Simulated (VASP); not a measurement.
# CoO (I4/mmm) in VASP: single point with PBEsol

Aim: the single point of CoO with PBEsol.

Everything below comes from runs of VASP 6.6.1. Logs are shortened: lines on timing, memory, paths and dates and some standing lists are left out, and cuts for length are marked.

## 1. The cell of the first run

Symmetry: I4/mmm, No. 139, tetragonal system. Conventional cell: a = 3.035 Å, b = 3.035 Å, c = 4.042 Å, α = 90.00°, β = 90.00°, γ = 90.00°. Co (site symmetry 4/mmm) has 6 O at 2.02 to 2.15 Å within 2.7 Å. O (site symmetry 4/mmm) has 6 Co at 2.02 to 2.15 Å within 2.7 Å.

## 2. Single point, PBEsol, collinear spin, ferromagnetic start (strain +0.030 along x and y, -0.030 along z)

Input file INCAR:

```
SYSTEM = CoO
PREC = Accurate ; ENCUT = 520
EDIFF = 1E-7 ; ISMEAR = 0
SIGMA = 0.15 ; LREAL = .FALSE.
LASPH = .TRUE. ; NELM = 150
ALGO = Normal ; ISIF = 2
LWAVE = .FALSE. ; LCHARG = .FALSE.
ISPIN = 2 ; MAGMOM = 2.57 0.32
LORBIT = 11 ; LMAXMIX = 4
GGA = PS ; NBANDS = 18
```

Input file KPOINTS:

```
regular mesh
0
G
  24 24 24
  0 0 0
```

Input file POSCAR:

```
CoO
1.0
    0.0000000000      2.1459598345      2.0209524655
    2.1459598345      0.0000000000      2.0209524655
    2.1459598345      2.1459598345      0.0000000000
Co O
1 1
Direct
    0.0000000000      0.0000000000      0.0000000000
    0.5000000000      0.5000000000      0.5000000000
```

Potentials or basis: VASP PAW PBE potentials, release 64 (Co, O).

The run is started by

```
cat potpaw_PBE.64/Co/POTCAR potpaw_PBE.64/O/POTCAR > POTCAR
mpirun -np 1 vasp_std > vasp.out
```

OUTCAR:

```text
SYSTEM = CoO
   PREC = Accurate
   ENCUT = 520
   EDIFF = 1E-7
   ISMEAR = 0
   LREAL = .FALSE.
   LASPH = .TRUE.
   NELM = 150
   ISIF = 2
   ISPIN = 2
   LORBIT = 11
   GGA = PS

 ion  position               nearest neighbor table
   1  0.000  0.000  0.000-   2 2.02   2 2.02   2 2.15   2 2.15   2 2.15   2 2.15
   2  0.500  0.500  0.500-   1 2.02   1 2.02   1 2.15   1 2.15   1 2.15   1 2.15

  LATTYP: Found a body centered tetragonal cell.
 ALAT       =     3.0348455023
 C/A-ratio  =     1.3318321898

  Lattice vectors:

 A1 = (   0.0000000000,  -2.1459598345,  -2.0209524655)
 A2 = (   0.0000000000,   2.1459598345,  -2.0209524655)
 A3 = (   2.1459598345,   0.0000000000,   2.0209524655)

Analysis of symmetry for initial positions (statically):
=====================================================================
 Subroutine PRICEL returns:
 Original cell was already a primitive cell.

 Routine SETGRP: Setting up the symmetry group for a
 body centered tetragonal supercell.

 Subroutine GETGRP returns: Found 16 space group operations
 (whereof 16 operations were pure point group operations)
 out of a pool of 16 trial point group operations.

The static configuration has the point symmetry D_4h.

Analysis of symmetry for dynamics (positions and initial velocities):
=====================================================================
 Subroutine PRICEL returns:
 Original cell was already a primitive cell.

 Routine SETGRP: Setting up the symmetry group for a
 body centered tetragonal supercell.

 Subroutine GETGRP returns: Found 16 space group operations
 (whereof 16 operations were pure point group operations)
 out of a pool of 16 trial point group operations.

The dynamic configuration has the point symmetry D_4h.

Analysis of structural, dynamic, and magnetic symmetry:
=====================================================================
 Subroutine PRICEL returns:
 Original cell was already a primitive cell.

 Routine SETGRP: Setting up the symmetry group for a
 body centered tetragonal supercell.

 Subroutine GETGRP returns: Found 16 space group operations
 (whereof 16 operations were pure point group operations)
 out of a pool of 16 trial point group operations.

The overall configuration has the point symmetry D_4h.

 Subroutine INISYM returns: Found 16 space group operations
 (whereof 16 operations are pure point group operations),
 and found     1 'primitive' translations

----------------------------------------------------------------------------------------

                                     Primitive cell

  volume of cell :      18.6136

  direct lattice vectors                    reciprocal lattice vectors
     0.000000000  2.145959835  2.020952466    -0.232995973  0.232995973  0.247408095
     2.145959835  0.000000000  2.020952466     0.232995973 -0.232995973  0.247408095
     2.145959835  2.145959835  0.000000000     0.232995973  0.232995973 -0.247408095

  length of vectors
     2.947777549  2.947777549  3.034845502     0.412049770  0.412049770  0.412049770

  position of ions in fractional coordinates (direct lattice)
     0.000000000  0.000000000  0.000000000
     0.500000000  0.500000000  0.500000000

  ion indices of the primitive-cell ions
   primitive index   ion index
                 1           1
                 2           2

----------------------------------------------------------------------------------------

 KPOINTS: regular mesh

Automatic generation of k-mesh.
 Grid dimensions read from file:
 generate k-points for:   24   24   24

 Generating k-lattice:

  Cartesian coordinates                     Fractional coordinates (reciprocal lattice)
    -0.009708166  0.009708166  0.010308671     0.041666667 -0.000000000  0.000000000
     0.009708166 -0.009708166  0.010308671    -0.000000000  0.041666667  0.000000000
     0.009708166  0.009708166 -0.010308671     0.000000000  0.000000000  0.041666667

  Length of vectors
     0.017168740  0.017168740  0.017168740

  Shift w.r.t. Gamma in fractional coordinates (k-lattice)
     0.000000000  0.000000000  0.000000000

 Subroutine IBZKPT returns following result:
 ===========================================

 Found   1063 irreducible k-points:

 Following reciprocal coordinates:
            Coordinates               Weight
  0.000000  0.000000  0.000000      1.000000
  0.041667  0.000000  0.000000      8.000000
  0.083333  0.000000  0.000000      8.000000
  0.125000  0.000000  0.000000      8.000000
  0.166667  0.000000  0.000000      8.000000
  0.208333  0.000000  0.000000      8.000000
[... 16 lines left out ...]
  0.416667  0.041667  0.000000      8.000000
  0.458333  0.041667  0.000000      8.000000
 [... further k-points ...]
   k-points           NKPTS =   1063   k-points in BZ     NKDIM =   1063   number of bands    NBANDS=     18
   number of dos      NEDOS =    301   number of ions     NIONS =      2
   total plane-waves  NPLWV =  13824
   dimension x,y,z NGX =    24 NGY =   24 NGZ =   24
   dimension x,y,z NGXF=    48 NGYF=   48 NGZF=   48
   ions per type =               1   1
   NGX,Y,Z   is equivalent  to a cutoff of  13.54, 13.54, 13.15 a.u.
   NGXF,Y,Z  is equivalent  to a cutoff of  27.07, 27.07, 26.29 a.u.
 SYSTEM =  CoO
   PREC   = accura    normal or accurate (medium, high low for compatibility)
   ISTART =      0    job   : 0-new  1-cont  2-samecut
   ICHARG =      2    charge: 1-file 2-atom 10-const
   ISPIN  =      2    spin polarized calculation?
   LNONCOLLINEAR =      F non collinear calculations
   LSORBIT =      F    spin-orbit coupling
   LASPH  =      T    aspherical Exc in radial PAW
   ENCUT  =  520.0 eV  38.22 Ry    6.18 a.u.   5.48  5.48  5.64*2*pi/ulx,y,z
   NELM   =    150;   NELMIN=  2; NELMDL= -5     # of ELM steps
   EDIFF  = 0.1E-06   stopping-criterion for ELM
   LREAL  =      F    real-space projection
   EDIFFG = 0.1E-05   stopping-criterion for IOM
   NSW    =      0    number of steps for IOM
   IBRION =     -1    ionic relax: 0-MD 1-quasi-New 2-CG
   NFREE  =      0    steps in history (QN), initial steepest desc. (CG)
   ISIF   =      2    stress and relaxation
   ISYM   =      2    0-nonsym 1-usesym 2-fastsym
   POTIM  = 0.5000    time-step for ionic-motion
   TEBEG  =    0.0;   TEEND  =   0.0 temperature during run
   PSTRESS=    0.0 pullay stress
   NELECT =      15.0000    total number of electrons
   NUPDOWN=      -1.0000    fix difference up-down
   EMIN   =  10.00;   EMAX   =-10.00  energy-range for DOS
   EFERMI =   0.00;   METHOD = LEGACY
   ISMEAR =     0;   SIGMA  =   0.15  broadening in eV -4-tet -1-fermi 0-gaus
   EFERMI_NEDOS =   21; number of points for ismear=-14 and -15
   IALGO  =     38    algorithm
   IMIX   =      4    mixing-type and parameters
     AMIX     =   0.40;   BMIX     =  1.00
     AMIX_MAG =   1.60;   BMIX_MAG =  1.00
  volume/ion in A,a.u.               =       9.31        62.81
  Fermi-wavevector in a.u.,A,eV,Ry     =   1.523452  2.878907 31.577851  2.320907
  Thomas-Fermi vector in A             =   2.631893
   LORBIT       =     11    0 simple, 1 ext, 2 COOP (PROOUT), +10 PAW based schemes
   GGA     = PS    functional components
   LHFCALC =     F    Hartree Fock is set to
   AEXX    =    0.0000 exact exchange contribution
   IVDW    =     0    specifies the selected vdW correction
   LEPSILON=     F    determine dielectric tensor
   LRPA    =     F    only Hartree local field effects (RPA)
 spin polarized calculation
 Gauss-broadening in eV      SIGMA  =   0.15
  energy-cutoff  :      520.00
  volume of cell :       18.61
 maximum number of plane-waves:       521
 NGX is ok and might be reduce to    24
   NGX = 11   NGY = 11   NGZ = 11

 number of electron      15.0000000 magnetization       2.7767810

 Free energy of the ion-electron system (eV)
  ---------------------------------------------------
  ext. energy  EPLUGINS =         0.00000000
  ---------------------------------------------------
  free energy    TOTEN  =       -13.99639818 eV

  energy without entropy =      -13.95186586  energy(sigma->0) =      -13.97413202

 E-fermi :   8.3734     XC(G=0): -12.8731

 val. band max:        8.3730176817   @ k =   0.5000   0.1250   0.2917
 cond. band min:       8.3734714115   @ k =   0.4167   0.0833   0.1667
 fundamental gap:      0.0004537298
 Fermi energy:         8.3734348200

 spin component 1

 k-point     1 :       0.0000    0.0000    0.0000
  band No.  band energies     occupation
      1     -12.2678      1.00000
      2       4.7969      1.00000
      3       4.9910      1.00000
      4       4.9910      1.00000
      5       5.0852      1.00000
      6       5.0852      1.00000
[... 10 lines left out ...]
     17      31.9345      0.00000
     18      32.3961      0.00000
[... 463 lines left out ...]
 k-point    24 :       0.4583    0.0417    0.0000
  band No.  band energies     occupation
      1     -10.9377      1.00000
      2      -0.1674      1.00000
      3       1.9591      1.00000
      4       2.1812      1.00000
      5       5.9994      1.00000
      6       6.0571      1.00000
[... 10 lines left out ...]
     17      34.6332      0.00000
     18      36.7767      0.00000

 [... further k-points ...]

 spin component 2

 k-point     1 :       0.0000    0.0000    0.0000
  band No.  band energies     occupation
      1     -11.7779      1.00000
      2       5.2914      1.00000
      3       5.5771      1.00000
      4       5.5771      1.00000
      5       7.0855      1.00000
      6       7.0856      1.00000
[... 10 lines left out ...]
     17      32.8700      0.00000
     18      33.2469      0.00000
[... 463 lines left out ...]
 k-point    24 :       0.4583    0.0417    0.0000
  band No.  band energies     occupation
      1     -10.4124      1.00000
      2       0.3889      1.00000
      3       3.1980      1.00000
      4       3.4201      1.00000
      5       8.0762      0.99746
      6       8.3211      0.68909
[... 10 lines left out ...]
     17      34.9952      0.00000
     18      37.2763      0.00000

 [... further k-points ...]

------------------------ aborting loop because EDIFF is reached ----------------------------------------

  FORCE on cell =-STRESS in cart. coord.  units (eV):
  Direction    XX          YY          ZZ          XY          YZ          ZX
  --------------------------------------------------------------------------------------
  -------------------------------------------------------------------------------------
  Total       -0.6509302     -0.6509302     -0.2916466      0.0000000      0.0000000      0.0000000
  in kB      -56.0293658    -56.0293658    -25.1037318      0.0000000      0.0000000      0.0000000
  external PRESSURE =     -45.7208211 kB  Pullay stress =       0.0000000 kB

 VOLUME and BASIS-vectors are now :
 -----------------------------------------------------------------------------
  energy-cutoff  :      520.00
  volume of cell :       18.61
      direct lattice vectors                 reciprocal lattice vectors
     0.000000000  2.145959835  2.020952466    -0.232995973  0.232995973  0.247408095
     2.145959835  0.000000000  2.020952466     0.232995973 -0.232995973  0.247408095
     2.145959835  2.145959835  0.000000000     0.232995973  0.232995973 -0.247408095

 POSITION                                       TOTAL-FORCE (eV/Angst)
 -----------------------------------------------------------------------------------
      0.00000      0.00000      0.00000        -0.000000      0.000000      0.000000
      2.14596      2.14596      2.02095         0.000000     -0.000000      0.000000
 -----------------------------------------------------------------------------------
    total drift:                                0.000000     -0.000000     -0.000000

  FREE ENERGIE OF THE ION-ELECTRON SYSTEM (eV)
  ---------------------------------------------------
  free  energy   TOTEN  =       -13.9963981823 eV

  energy  without entropy=      -13.9518658624  energy(sigma->0) =      -13.97413202

 total charge

# of ion       s       p       d       tot
------------------------------------------
    1        0.311   0.391   7.189   7.891
    2        1.552   3.414   0.000   4.967
--------------------------------------------------
tot          1.863   3.805   7.189  12.858

 magnetization (x)

# of ion       s       p       d       tot
------------------------------------------
    1        0.021   0.018   2.406   2.445
    2        0.029   0.253   0.000   0.282
--------------------------------------------------
tot          0.051   0.271   2.406   2.727
```

Run time: 17 min. Hardware: 1 thread of AMD EPYC 9755, shared host; peak memory 0.56 GiB.

What came out:

```
Free energy                                           : -13.9964 eV
Pressure                                              : -4.6 GPa
Net moment                                            : 2.78 μB per cell
Site moments                                          : Co +2.44; O +0.28 μB
Valence electrons inside the program's atomic spheres : Co 7.89; O 4.97
```

Levels at points of the mesh, in eV from the Fermi level:
Spin up:
| k point | band 5 | band 6 | band 7 | band 8 | band 9 | band 10 | band 11 | band 12 | band 13 | band 14 |
| --- | --- | --- | --- | --- | --- | --- | --- | --- | --- | --- |
| (0.00, 0.00, 0.00) | -3.29 | -3.29 | -3.28 | -3.26 | -2.80 | 1.10 | 16.72 | 18.20 | 18.20 | 18.35 |
| (0.50, 0.00, 0.00) | -2.36 | -2.27 | -1.75 | -0.01 | 0.40 | 4.90 | 9.55 | 12.79 | 14.27 | 20.71 |
| (0.50, 0.50, 0.00) | -3.93 | -2.77 | -2.23 | -2.11 | -2.11 | 6.00 | 10.35 | 11.19 | 15.49 | 15.49 |
| (0.50, 0.00, 0.50) | -4.16 | -2.91 | -2.26 | -2.07 | -1.90 | 5.99 | 9.57 | 11.91 | 15.71 | 16.74 |
Spin down:
| k point | band 4 | band 5 | band 6 | band 7 | band 8 | band 9 |
| --- | --- | --- | --- | --- | --- | --- |
| (0.00, 0.00, 0.00) | -2.80 | -1.29 | -1.29 | -1.01 | -0.39 | -0.20 |
| (0.50, 0.00, 0.00) | -5.01 | -0.22 | -0.05 | 0.20 | 2.44 | 2.76 |
| (0.50, 0.50, 0.00) | -4.32 | -2.44 | 0.14 | 0.14 | 0.44 | 0.81 |
| (0.50, 0.00, 0.50) | -3.88 | -2.43 | 0.07 | 0.20 | 0.20 | 0.86 |

Caveat: the cell differs from its parent crystal (strain +0.030 along x and y, -0.030 along z); the cell stands under tension; the PAW data sets were made with another functional, which shifts forces and pressure a little; a cell with one magnetic atom can't hold antiferromagnetic order, which such compounds often take; semilocal functionals often make such compounds metallic where correlation or magnetic order opens a gap, which also shifts bond lengths.
